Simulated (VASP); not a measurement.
# MgO in VASP: further runs

The runs below take MgO through single point, with PBE.

Program: VASP 6.6.1. These are calculated values, not measurements. Logs are shortened: lines on timing, memory, paths and dates and some standing lists are left out, and cuts for length are marked.

## 1. The cell of the first run

The cell holds a slab with vacuum, 4 atoms: a = 3.008 Å, b = 3.008 Å, c = 13.188 Å, α = 90.00°, β = 90.00°, γ = 90.00°.

## 2. Single point, PBE

INCAR reads:

```
PREC = Accurate
ENCUT = 520
EDIFF = 1E-6
ISMEAR = -1
SIGMA = 0.02
LREAL = F
LASPH = T
NELM = 60
ALGO = Normal
ISIF = 2
LWAVE = F
LCHARG = F
LDIPOL = T
IDIPOL = 3
DIPOL = 0.5 0.5 0.500
GGA = PE
NBANDS = 16
```

KPOINTS reads:

```
Automatic mesh
0
Gamma
  10 10 1
```

POSCAR reads:

```
MgO
1.0
    3.0079491106      0.0000000000      0.0000000000
    0.0000000000      3.0079491106      0.0000000000
    0.0000000000      0.0000000000     13.1875000000
Mg O
2 2
Direct
    0.0000000000      0.0000000000      0.4215978327
    0.5000000000      0.5000000000      0.5784021381
    0.5000000000      0.5000000000      0.4170603541
    0.0000000000      0.0000000000      0.5829396459
```

Potentials or basis: VASP PAW PBE potentials, release 64 (Mg, O).

On the command line:

```bash
$ cat potpaw_PBE.64/Mg/POTCAR potpaw_PBE.64/O/POTCAR > POTCAR
$ mpirun -np 1 vasp_std > vasp.out
```

OUTCAR:

```text
PREC = Accurate
   ENCUT = 520
   EDIFF = 1E-6
   ISMEAR = -1
   LREAL = F
   LASPH = T
   NELM = 60
   ISIF = 2
   GGA = PE

 ion  position               nearest neighbor table
   1  0.000  0.000  0.422-   4 2.13   3 2.13   3 2.13   3 2.13   3 2.13   2 2.97   2 2.97   2 2.97
                             2 2.97
   2  0.500  0.500  0.578-   3 2.13   4 2.13   4 2.13   4 2.13   4 2.13   1 2.97   1 2.97   1 2.97
                             1 2.97
   3  0.500  0.500  0.417-   2 2.13   1 2.13   1 2.13   1 2.13   1 2.13
   4  0.000  0.000  0.583-   1 2.13   2 2.13   2 2.13   2 2.13   2 2.13

  LATTYP: Found a simple tetragonal cell.
 ALAT       =     3.0079491106
 C/A-ratio  =     4.3842164595

  Lattice vectors:

 A1 = (   3.0079491106,   0.0000000000,   0.0000000000)
 A2 = (   0.0000000000,   3.0079491106,   0.0000000000)
 A3 = (   0.0000000000,   0.0000000000,  13.1875000000)

Analysis of symmetry for initial positions (statically):
=====================================================================
 Subroutine PRICEL returns:
 Original cell was already a primitive cell.

 Routine SETGRP: Setting up the symmetry group for a
 simple tetragonal supercell.

 Subroutine GETGRP returns: Found 16 space group operations
 (whereof  8 operations were pure point group operations)
 out of a pool of 16 trial point group operations.

The static configuration has the point symmetry C_4v.
 The point group associated with its full space group is D_4h.

Analysis of symmetry for dynamics (positions and initial velocities):
=====================================================================
 Subroutine PRICEL returns:
 Original cell was already a primitive cell.

 Routine SETGRP: Setting up the symmetry group for a
 simple tetragonal supercell.

 Subroutine GETGRP returns: Found 16 space group operations
 (whereof  8 operations were pure point group operations)
 out of a pool of 16 trial point group operations.

The dynamic configuration has the point symmetry C_4v.
 The point group associated with its full space group is D_4h.

 Subroutine INISYM returns: Found 16 space group operations
 (whereof  8 operations are pure point group operations),
 and found     1 'primitive' translations

----------------------------------------------------------------------------------------

                                     Primitive cell

  volume of cell :     119.3173

  direct lattice vectors                    reciprocal lattice vectors
     3.007949111  0.000000000  0.000000000     0.332452433  0.000000000  0.000000000
     0.000000000  3.007949111  0.000000000     0.000000000  0.332452433  0.000000000
     0.000000000  0.000000000 13.187500000     0.000000000  0.000000000  0.075829384

  length of vectors
[... 94 lines left out ...]
   NUPDOWN=      -1.0000    fix difference up-down
   EMIN   =  10.00;   EMAX   =-10.00  energy-range for DOS
   EFERMI =   0.00;   METHOD = LEGACY
   ISMEAR =    -1;   SIGMA  =   0.02  broadening in eV -4-tet -1-fermi 0-gaus
   EFERMI_NEDOS =   21; number of points for ismear=-14 and -15
   IALGO  =     38    algorithm
   IMIX   =      4    mixing-type and parameters
     AMIX     =   0.40;   BMIX     =  1.00
     AMIX_MAG =   1.60;   BMIX_MAG =  1.00
  volume/ion in A,a.u.               =      29.83       201.30
  Fermi-wavevector in a.u.,A,eV,Ry     =   0.837941  1.583480  9.553275  0.702146
  Thomas-Fermi vector in A             =   1.951914
   LORBIT       =      0    0 simple, 1 ext, 2 COOP (PROOUT), +10 PAW based schemes
   GGA     = PE    functional components
   LHFCALC =     F    Hartree Fock is set to
   AEXX    =    0.0000 exact exchange contribution
   IVDW    =     0    specifies the selected vdW correction
   LEPSILON=     F    determine dielectric tensor
   LRPA    =     F    only Hartree local field effects (RPA)
 non-spin polarized calculation
  energy-cutoff  :      520.00
  volume of cell :      119.32
 maximum number of plane-waves:      3233
 NGX is ok and might be reduce to    24
   NGX = 11   NGY = 11   NGZ = 49

 number of electron      16.0000001 magnetization

 dipolmoment           0.000000      0.000000      0.000001 electrons x Angstroem

 Free energy of the ion-electron system (eV)
  ---------------------------------------------------
  ext. energy  EPLUGINS =         0.00000000
  ---------------------------------------------------
  free energy    TOTEN  =       -22.80694288 eV

  energy without entropy =      -22.80694288  energy(sigma->0) =      -22.80694288

 E-fermi :  -2.1122     XC(G=0):  -4.6384

 val. band max:       -2.6097405249   @ k =   0.0000   0.0000   0.0000
 cond. band min:       0.6533649589   @ k =   0.0000   0.0000   0.0000
 fundamental gap:      3.2631054838
 Fermi energy:        -2.1121719183

 k-point     1 :       0.0000    0.0000    0.0000
  band No.  band energies     occupation
      1     -18.8974      2.00000
      2     -18.1585      2.00000
      3      -5.1803      2.00000
      4      -3.4990      2.00000
      5      -3.2365      2.00000
      6      -3.2365      2.00000
[... 376 lines left out ...]
      3      -5.6631      2.00000
      4      -5.6631      2.00000
      5      -4.3631      2.00000
      6      -4.3631      2.00000
[... 8 lines left out ...]
     15       9.4673      0.00000
     16       9.4673      0.00000

------------------------ aborting loop because EDIFF is reached ----------------------------------------

 vacuum level on the upper side and lower side of the slab       (xc-potential included)        -0.252        -0.252

  FORCE on cell =-STRESS in cart. coord.  units (eV):
  Direction    XX          YY          ZZ          XY          YZ          ZX
  --------------------------------------------------------------------------------------
  -------------------------------------------------------------------------------------
  Total       -3.8777595     -3.8777595     -0.1091348      0.0000000     -0.0000000      0.0000000
  in kB      -52.0700525    -52.0700525     -1.4654479      0.0000000     -0.0000000      0.0000000
  external PRESSURE =     -35.2018510 kB  Pullay stress =       0.0000000 kB

 VOLUME and BASIS-vectors are now :
 -----------------------------------------------------------------------------
  energy-cutoff  :      520.00
  volume of cell :      119.32
      direct lattice vectors                 reciprocal lattice vectors
     3.007949111  0.000000000  0.000000000     0.332452433  0.000000000  0.000000000
     0.000000000  3.007949111  0.000000000     0.000000000  0.332452433  0.000000000
     0.000000000  0.000000000 13.187500000     0.000000000  0.000000000  0.075829384

 POSITION                                       TOTAL-FORCE (eV/Angst)
 -----------------------------------------------------------------------------------
      0.00000      0.00000      5.55982        -0.000000     -0.000000      0.029270
      1.50397      1.50397      7.62768        -0.000000      0.000000     -0.029270
      1.50397      1.50397      5.49998         0.000000      0.000000      0.000992
      0.00000      0.00000      7.68752        -0.000000      0.000000     -0.000992
 -----------------------------------------------------------------------------------
    total drift:                                0.000000     -0.000000      0.000045

  FREE ENERGIE OF THE ION-ELECTRON SYSTEM (eV)
  ---------------------------------------------------
  free  energy   TOTEN  =       -22.8069428819 eV

  energy  without entropy=      -22.8069428819  energy(sigma->0) =      -22.80694288

 vacuum level on the upper side and lower side of the slab         2.438         2.438
```

It took 38 s on 1 thread of Intel Xeon 8259CL, shared host; peak memory 0.23 GiB.

Results:

- Free energy: -22.8069 eV
- Largest force: 0.029 eV/Å
- Band gap on the k mesh: 3.26 eV

Forces in eV/Å, atoms in the order of the input:
```
Mg   0.000  0.000  0.029
Mg   0.000  0.000 -0.029
O    0.000  0.000  0.001
O    0.000  0.000 -0.001
```

Levels at points of the mesh, in eV from the valence-band top:
```
           k point  band 6  band 7  band 8  band 9  band 10  band 11
(0.00, 0.00, 0.00)   -0.63    0.00    0.00    3.26     4.43     5.38
(0.50, 0.00, 0.00)   -0.72   -0.24   -0.24    6.84     6.84     7.93
(0.50, 0.50, 0.00)   -1.75   -0.56   -0.56    8.40     8.40     9.92
```

## 3. Single point, PBE

This run uses another cell than the first one.

INCAR reads:

```
PREC     = Accurate       # precision mode
ENCUT    = 520            # plane-wave cutoff, eV
EDIFF    = 1E-6           # SCF threshold, eV
ISMEAR   = -1             # smearing method
SIGMA    = 0.02           # smearing width, eV
LREAL    = F              # projectors in reciprocal space
LASPH    = T              # aspherical terms in the spheres
NELM     = 60             # most SCF steps
ALGO     = Normal         # electronic algorithm
ISIF     = 2              # what is computed and relaxed
LWAVE    = F              # write WAVECAR
LCHARG   = T              # write CHGCAR
LDIPOL   = T            
IDIPOL   = 3            
DIPOL    = 0.5 0.5 0.500
GGA      = PE             # functional
LELF     = T              # ELF
LVHAR    = T            
LVACPOTAV= T            
NBANDS   = 16             # bands
```

KPOINTS is that of step 2.

POSCAR reads:

```
MgO
1.0
    3.0079491106      0.0000000000      0.0000000000
    0.0000000000      3.0079491106      0.0000000000
    0.0000000000      0.0000000000     18.1269000000
Mg O
2 2
Direct
    0.0000000000      0.0000000000      0.4413319097
    0.5000000000      0.5000000000      0.5586680903
    0.5000000000      0.5000000000      0.4413319097
    0.0000000000      0.0000000000      0.5586680903
```

Potentials or basis: VASP PAW PBE potentials, release 64 (Mg, O).

On the command line:

```bash
$ cat potpaw_PBE.64/Mg/POTCAR potpaw_PBE.64/O/POTCAR > POTCAR
$ mpirun -np 1 vasp_std > vasp.out
```

Wall time 2.3 min (1 thread of Intel Xeon 8259CL, shared host); peak memory 0.28 GiB.

It converged, with:

```yaml
Free_energy: -22.7787 eV
Largest_force: 0.466 eV/Å
Band_gap_on_the_k_mesh: 3.04 eV
```

Forces in eV/Å, atoms in the order of the input:
```
Mg   0.000  0.000  0.466
Mg   0.000  0.000 -0.466
O    0.000  0.000 -0.452
O    0.000  0.000  0.452
```

Levels at points of the mesh, in eV from the valence-band top:
| k point | band 4 | band 5 | band 6 | band 7 | band 8 | band 9 | band 10 | band 11 | band 12 | band 13 |
| --- | --- | --- | --- | --- | --- | --- | --- | --- | --- | --- |
| (0.00, 0.00, 0.00) | -0.98 | -0.68 | -0.68 | 0.00 | 0.00 | 3.04 | 4.00 | 5.00 | 5.93 | 6.26 |
| (0.50, 0.00, 0.00) | -3.49 | -0.74 | -0.74 | -0.27 | -0.27 | 6.50 | 6.50 | 7.70 | 7.70 | 9.21 |
| (0.50, 0.50, 0.00) | -3.10 | -1.74 | -1.74 | -0.60 | -0.60 | 8.25 | 8.25 | 9.91 | 9.91 | 10.90 |

## 4. Single point, PBE

This run uses another cell than the first one.

INCAR reads:

```
SYSTEM = MgO
ALGO = Normal ; DIPOL = 0.5 0.5 0.500
EDIFF = 1E-6 ; ENCUT = 520
GGA = PE ; IDIPOL = 3
ISIF = 2 ; ISMEAR = -1
LASPH = .TRUE. ; LCHARG = .FALSE.
LDIPOL = .TRUE. ; LREAL = .FALSE.
LWAVE = .FALSE. ; NBANDS = 16
NELM = 60 ; PREC = Accurate
SIGMA = 0.02
```

KPOINTS reads:

```
k-points
0
G
  10 10 1
  0 0 0
```

POSCAR is that of step 3.

Potentials or basis: VASP PAW PBE potentials, release 64 (Mg, O).

On the command line:

```bash
$ cat potpaw_PBE.64/Mg/POTCAR potpaw_PBE.64/O/POTCAR > POTCAR
$ mpirun -np 1 vasp_std > vasp.out
```

OUTCAR:

```text
SYSTEM = MgO
   EDIFF = 1E-6
   ENCUT = 520
   GGA = PE
   ISIF = 2
   ISMEAR = -1
   LASPH = .TRUE.
   LREAL = .FALSE.
   NELM = 60
   PREC = Accurate

 ion  position               nearest neighbor table
   1  0.000  0.000  0.441-   4 2.13   3 2.13   3 2.13   3 2.13   3 2.13   2 3.01   2 3.01   2 3.01
                             2 3.01
   2  0.500  0.500  0.559-   3 2.13   4 2.13   4 2.13   4 2.13   4 2.13   1 3.01   1 3.01   1 3.01
                             1 3.01
   3  0.500  0.500  0.441-   2 2.13   1 2.13   1 2.13   1 2.13   1 2.13
   4  0.000  0.000  0.559-   1 2.13   2 2.13   2 2.13   2 2.13   2 2.13

  LATTYP: Found a simple tetragonal cell.
 ALAT       =     3.0079491106
 C/A-ratio  =     6.0263320068

  Lattice vectors:

 A1 = (   3.0079491106,   0.0000000000,   0.0000000000)
 A2 = (   0.0000000000,   3.0079491106,   0.0000000000)
 A3 = (   0.0000000000,   0.0000000000,  18.1269000000)

Analysis of symmetry for initial positions (statically):
=====================================================================
 Subroutine PRICEL returns:
 Original cell was already a primitive cell.

 Routine SETGRP: Setting up the symmetry group for a
 simple tetragonal supercell.

 Subroutine GETGRP returns: Found 16 space group operations
 (whereof  8 operations were pure point group operations)
 out of a pool of 16 trial point group operations.

The static configuration has the point symmetry C_4v.
 The point group associated with its full space group is D_4h.

Analysis of symmetry for dynamics (positions and initial velocities):
=====================================================================
 Subroutine PRICEL returns:
 Original cell was already a primitive cell.

 Routine SETGRP: Setting up the symmetry group for a
 simple tetragonal supercell.

 Subroutine GETGRP returns: Found 16 space group operations
 (whereof  8 operations were pure point group operations)
 out of a pool of 16 trial point group operations.

The dynamic configuration has the point symmetry C_4v.
[... 128 lines left out ...]
   IVDW    =     0    specifies the selected vdW correction
   LEPSILON=     F    determine dielectric tensor
   LRPA    =     F    only Hartree local field effects (RPA)
 non-spin polarized calculation
  energy-cutoff  :      520.00
  volume of cell :      164.01
 maximum number of plane-waves:      4447
 NGX is ok and might be reduce to    24
   NGX = 11   NGY = 11   NGZ = 67

 dipolmoment           0.000000      0.000000      0.000000 electrons x Angstroem

 number of electron      15.9999997 magnetization

 dipolmoment           0.000000      0.000000     -0.000000 electrons x Angstroem

 Free energy of the ion-electron system (eV)
  ---------------------------------------------------
  ext. energy  EPLUGINS =         0.00000000
  ---------------------------------------------------
  free energy    TOTEN  =       -22.77874674 eV

  energy without entropy =      -22.77874674  energy(sigma->0) =      -22.77874674

 E-fermi :  -2.6700     XC(G=0):  -3.4081

 val. band max:       -3.0881238393   @ k =   0.0000   0.0000   0.0000
 cond. band min:      -0.0505910951   @ k =   0.0000   0.0000   0.0000
 fundamental gap:      3.0375327441
 Fermi energy:        -2.6699944567

 k-point     1 :       0.0000    0.0000    0.0000
  band No.  band energies     occupation
      1     -19.4213      2.00000
      2     -18.6380      2.00000
      3      -5.6724      2.00000
      4      -4.0725      2.00000
      5      -3.7640      2.00000
      6      -3.7640      2.00000
[... 376 lines left out ...]
      3      -6.1877      2.00000
      4      -6.1877      2.00000
      5      -4.8316      2.00000
      6      -4.8316      2.00000
[... 8 lines left out ...]
     15       9.0618      0.00000
     16       9.0618      0.00000

------------------------ aborting loop because EDIFF is reached ----------------------------------------

 vacuum level on the upper side and lower side of the slab       (xc-potential included)        -0.137        -0.137

  FORCE on cell =-STRESS in cart. coord.  units (eV):
  Direction    XX          YY          ZZ          XY          YZ          ZX
  --------------------------------------------------------------------------------------
  -------------------------------------------------------------------------------------
  Total       -3.9415250     -3.9415250     -0.0748749      0.0000000      0.0000000     -0.0000000
  in kB      -38.5043999    -38.5043999     -0.7314457      0.0000000      0.0000000     -0.0000000
  external PRESSURE =     -25.9134152 kB  Pullay stress =       0.0000000 kB

 VOLUME and BASIS-vectors are now :
 -----------------------------------------------------------------------------
  energy-cutoff  :      520.00
  volume of cell :      164.01
      direct lattice vectors                 reciprocal lattice vectors
     3.007949111  0.000000000  0.000000000     0.332452433  0.000000000  0.000000000
     0.000000000  3.007949111  0.000000000     0.000000000  0.332452433  0.000000000
     0.000000000  0.000000000 18.126900000     0.000000000  0.000000000  0.055166631

 POSITION                                       TOTAL-FORCE (eV/Angst)
 -----------------------------------------------------------------------------------
      0.00000      0.00000      7.99998         0.000000      0.000000      0.466112
      1.50397      1.50397     10.12692         0.000000     -0.000000     -0.466112
      1.50397      1.50397      7.99998         0.000000     -0.000000     -0.451904
      0.00000      0.00000     10.12692         0.000000     -0.000000      0.451904
 -----------------------------------------------------------------------------------
    total drift:                                0.000000      0.000000     -0.000000

  FREE ENERGIE OF THE ION-ELECTRON SYSTEM (eV)
  ---------------------------------------------------
  free  energy   TOTEN  =       -22.7787467423 eV

  energy  without entropy=      -22.7787467423  energy(sigma->0) =      -22.77874674

 vacuum level on the upper side and lower side of the slab         1.779         1.779
```

OSZICAR:

```text
N       E                     dE             d eps       ncg     rms          rms(c)
DAV:   1     0.127777561648E+03    0.12778E+03   -0.57762E+03   672   0.743E+02
DAV:   2    -0.857068688852E+01   -0.13635E+03   -0.11858E+03  1056   0.181E+02
DAV:   3    -0.272464980556E+02   -0.18676E+02   -0.18494E+02   912   0.794E+01
DAV:   4    -0.275119875152E+02   -0.26549E+00   -0.26543E+00   792   0.118E+01
[... 12 lines left out ...]
DAV:  17    -0.227786772195E+02   -0.27553E-03   -0.37055E-05   752   0.319E-02    0.366E-03
DAV:  18    -0.227787199861E+02   -0.42767E-04   -0.25784E-06   696   0.950E-03    0.188E-03
DAV:  19    -0.227787425382E+02   -0.22552E-04   -0.14990E-06   624   0.591E-03    0.568E-04
DAV:  20    -0.227787460391E+02   -0.35009E-05   -0.15691E-07   576   0.195E-03    0.197E-04
DAV:  21    -0.227787467423E+02   -0.70326E-06   -0.50270E-08   536   0.924E-04
   1 F= -.22778747E+02 E0= -.22778747E+02  d E =-.390929E-10
```

stdout:

```text
POSCAR found type information on POSCAR MgO
 POSCAR found :  2 types and       4 ions
 scaLAPACK will be used
 LDA part: xc-table for (Slater+PW92), standard interpolation
 POSCAR, INCAR and KPOINTS ok, starting setup
 FFT: planning ... GRIDC
 FFT: planning ... GRID_SOFT
 FFT: planning ... GRID
 WAVECAR not read
 entering main loop
```

Run time: 2.1 min. Hardware: 1 thread of Intel Xeon 8259CL, shared host; peak memory 0.27 GiB.

What came out:

* Free energy: -22.7787 eV
* Largest force: 0.466 eV/Å
* Band gap on the k mesh: 3.04 eV

Forces on the atoms (eV/Å):
```
Mg   0.000  0.000  0.466
Mg   0.000  0.000 -0.466
O    0.000  0.000 -0.452
O    0.000  0.000  0.452
```

Levels at points of the mesh, in eV from the valence-band top:
```csv
k point,band 4,band 5,band 6,band 7,band 8,band 9,band 10,band 11,band 12,band 13
"(0.00, 0.00, 0.00)",-0.98,-0.68,-0.68,0.00,0.00,3.04,4.00,5.00,5.93,6.26
"(0.50, 0.00, 0.00)",-3.49,-0.74,-0.74,-0.27,-0.27,6.50,6.50,7.70,7.70,9.21
"(0.50, 0.50, 0.00)",-3.10,-1.74,-1.74,-0.60,-0.60,8.25,8.25,9.91,9.91,10.90
```
